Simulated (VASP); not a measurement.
# BN (P6_3mc) in VASP: notebook, part 2 of 2

VASP 6.6.1.

## (4) Single point, PBEsol (strain +0.080 along x and y, -0.080 along z)

Input file INCAR:

```
  ALGO = Normal
  EDIFF = 1E-6
  ENCUT = 520
  GGA = PS
  ISIF = 2
  ISMEAR = 0
  LASPH = T
  LCHARG = F
  LREAL = F
  LWAVE = F
  NBANDS = 16
  NELM = 100
  PREC = Accurate
  SIGMA = 0.05
```

Input file KPOINTS:

```
k-points
0
Gamma
  12 12 6
```

Input file POSCAR:

```
BN
1.0
    2.7582547698      0.0000000000      0.0000000000
   -1.3791273849      2.3887187008      0.0000000000
    0.0000000000      0.0000000000      3.8887066000
B N
2 2
Direct
    0.6666666667      0.3333333333      0.9997240000
    0.3333333333      0.6666666667      0.4997240000
    0.6666666667      0.3333333333      0.6252760000
    0.3333333333      0.6666666667      0.1252760000
```

Potentials or basis: VASP PAW PBE potentials, release 64 (B, N).

On the command line:

```
cat potpaw_PBE.64/B/POTCAR potpaw_PBE.64/N/POTCAR > POTCAR
mpirun -np 1 vasp_std > vasp.out
```

OUTCAR:

```text
EDIFF = 1E-6
   ENCUT = 520
   GGA = PS
   ISIF = 2
   ISMEAR = 0
   LASPH = T
   LREAL = F
   NELM = 100
   PREC = Accurate

 ion  position               nearest neighbor table
   1  0.667  0.333  1.000-   3 1.46   4 1.67   4 1.67   4 1.67
   2  0.333  0.667  0.500-   4 1.46   3 1.67   3 1.67   3 1.67
   3  0.667  0.333  0.625-   1 1.46   2 1.67   2 1.67   2 1.67
   4  0.333  0.667  0.125-   2 1.46   1 1.67   1 1.67   1 1.67

  LATTYP: Found a hexagonal cell.
 ALAT       =     2.7582547698
 C/A-ratio  =     1.4098431525

  Lattice vectors:

 A1 = (   2.7582547698,   0.0000000000,   0.0000000000)
 A2 = (  -1.3791273849,   2.3887187008,   0.0000000000)
 A3 = (   0.0000000000,   0.0000000000,   3.8887066000)

Analysis of symmetry for initial positions (statically):
=====================================================================
 Subroutine PRICEL returns:
 Original cell was already a primitive cell.

 Routine SETGRP: Setting up the symmetry group for a
 hexagonal supercell.

 Subroutine GETGRP returns: Found 12 space group operations
[... 173 lines left out ...]

 val. band max:        6.5980967638   @ k =   0.0000   0.0000   0.0000
 cond. band min:      11.1998462593   @ k =   0.5000   0.0000   0.0000
 fundamental gap:      4.6017494955
 Fermi energy:         6.8897618767

 k-point     1 :       0.0000    0.0000    0.0000
  band No.  band energies     occupation
      1     -13.0658      2.00000
      2      -7.9613      2.00000
      3      -3.2312      2.00000
      4       3.3544      2.00000
      5       3.3544      2.00000
      6       6.0450      2.00000
[... 433 lines left out ...]
      3      -2.1301      2.00000
      4       0.1074      2.00000
      5       1.2054      2.00000
      6       1.6383      2.00000
[... 8 lines left out ...]
     15      21.2168      0.00000
     16      22.5893      0.00000

 [... further k-points ...]

------------------------ aborting loop because EDIFF is reached ----------------------------------------

  FORCE on cell =-STRESS in cart. coord.  units (eV):
  Direction    XX          YY          ZZ          XY          YZ          ZX
  --------------------------------------------------------------------------------------
  -------------------------------------------------------------------------------------
  Total       -9.7994849     -9.7994849     12.1717766      0.0000000      0.0000000     -0.0000000
  in kB     -612.7866092   -612.7866093    761.1320152      0.0000000      0.0000000     -0.0000000
  external PRESSURE =    -154.8137344 kB  Pullay stress =       0.0000000 kB

 VOLUME and BASIS-vectors are now :
 -----------------------------------------------------------------------------
  energy-cutoff  :      520.00
  volume of cell :       25.62
      direct lattice vectors                 reciprocal lattice vectors
     2.758254770  0.000000000  0.000000000     0.362548091  0.209317238  0.000000000
    -1.379127385  2.388718701  0.000000000     0.000000000  0.418634475  0.000000000
     0.000000000  0.000000000  3.888706600     0.000000000  0.000000000  0.257154911

 POSITION                                       TOTAL-FORCE (eV/Angst)
 -----------------------------------------------------------------------------------
      1.37913      0.79624      3.88763        -0.000000     -0.000000      0.988253
     -0.00000      1.59248      1.94328         0.000000      0.000000      0.988253
      1.37913      0.79624      2.43151         0.000000      0.000000     -0.988253
     -0.00000      1.59248      0.48716        -0.000000      0.000000     -0.988253
 -----------------------------------------------------------------------------------
    total drift:                                0.000000      0.000000     -0.000446

  FREE ENERGIE OF THE ION-ELECTRON SYSTEM (eV)
  ---------------------------------------------------
  free  energy   TOTEN  =       -35.3006145680 eV

  energy  without entropy=      -35.3006145680  energy(sigma->0) =      -35.30061457
```

OSZICAR:

```text
N       E                     dE             d eps       ncg     rms          rms(c)
DAV:   1     0.369005868263E+02    0.36901E+02   -0.82045E+03  2440   0.965E+02
DAV:   2    -0.349838824132E+02   -0.71884E+02   -0.66387E+02  3528   0.224E+02
DAV:   3    -0.372855884543E+02   -0.23017E+01   -0.22957E+01  2792   0.368E+01
DAV:   4    -0.372919381018E+02   -0.63496E-02   -0.63490E-02  3032   0.219E+00
DAV:   5    -0.372919599468E+02   -0.21845E-04   -0.21845E-04  2768   0.118E-01    0.926E+00
DAV:   6    -0.354795460168E+02    0.18124E+01   -0.22726E+00  3192   0.137E+01    0.429E+00
DAV:   7    -0.353427547887E+02    0.13679E+00   -0.30368E-01  3200   0.449E+00    0.266E+00
DAV:   8    -0.353019260490E+02    0.40829E-01   -0.62557E-02  3104   0.199E+00    0.270E-01
DAV:   9    -0.353004965306E+02    0.14295E-02   -0.49692E-03  3024   0.708E-01    0.139E-01
DAV:  10    -0.353005953900E+02   -0.98859E-04   -0.43004E-04  3008   0.174E-01    0.393E-02
DAV:  11    -0.353006130720E+02   -0.17682E-04   -0.58217E-05  3144   0.681E-02    0.214E-02
DAV:  12    -0.353006146037E+02   -0.15316E-05   -0.69451E-06  2968   0.257E-02    0.262E-03
DAV:  13    -0.353006145680E+02    0.35673E-07   -0.36347E-07  1296   0.682E-03
   1 F= -.35300615E+02 E0= -.35300615E+02  d E =-.108885E-18
```

stdout:

```text
POSCAR found type information on POSCAR B N
 POSCAR found :  2 types and       4 ions
 scaLAPACK will be used
 -----------------------------------------------------------------------------
|                                                                             |
|                                                                             |
|     You enforced a specific xc type in the INCAR file but a different       |
|     I HOPE YOU KNOW WHAT YOU ARE DOING!                                     |
|                                                                             |
 -----------------------------------------------------------------------------

 LDA part: xc-table for (Slater+PW92), standard interpolation
 POSCAR, INCAR and KPOINTS ok, starting setup
 FFT: planning ... GRIDC
 FFT: planning ... GRID_SOFT
 FFT: planning ... GRID
 WAVECAR not read
 entering main loop
```

Run time: 56 s. Hardware: 1 thread of AMD EPYC 7R43 (Zen 3), shared host; peak memory 0.12 GiB.

Results:

| Item | Value |
| --- | --- |
| Free energy | -35.3006 eV |
| Pressure | -15.5 GPa |
| Largest force | 0.988 eV/Å |
| Band gap on the k mesh | 4.60 eV, indirect (least direct gap 5.59 eV) |

Forces in eV/Å, atoms in the order of the input:
```
B    0.000  0.000  0.988
B    0.000  0.000  0.988
N    0.000  0.000 -0.988
N    0.000  0.000 -0.988
```

Caveat: the cell differs from its parent crystal (strain +0.080 along x and y, -0.080 along z); the PAW data sets were made with another functional, which shifts forces and pressure a little. A k mesh can miss the band edges.

## (5) The runs side by side

| cell | gap on the mesh (eV) | pressure (GPa) | largest force (eV/Å) |
| --- | --- | --- | --- |
| a = 2.656, b = 2.656, c = 4.058 Å, angles 90.0, 90.0, 120.0°, 4 atoms | 5.26 | -14.9 | 0.29 |
| a = 2.554, b = 2.554, c = 4.565 Å, angles 90.0, 90.0, 120.0°, 4 atoms | 4.81 | -27.5 | 0.51 |
| a = 2.758, b = 2.758, c = 3.889 Å, angles 90.0, 90.0, 120.0°, 4 atoms | 4.60 | -15.5 | 0.99 |

Alike in all rows: task single point; level PBEsol; potentials or basis VASP PAW PBE potentials, release 64 (B, N); no spin polarisation; k mesh 12 × 12 × 6; cutoff (eV) 520; smearing gaussian 0.05 eV.

Caveats: the PAW data sets were made with another functional, which shifts forces and pressure a little.

Absolute energies hang on the potentials; compare differences alone.
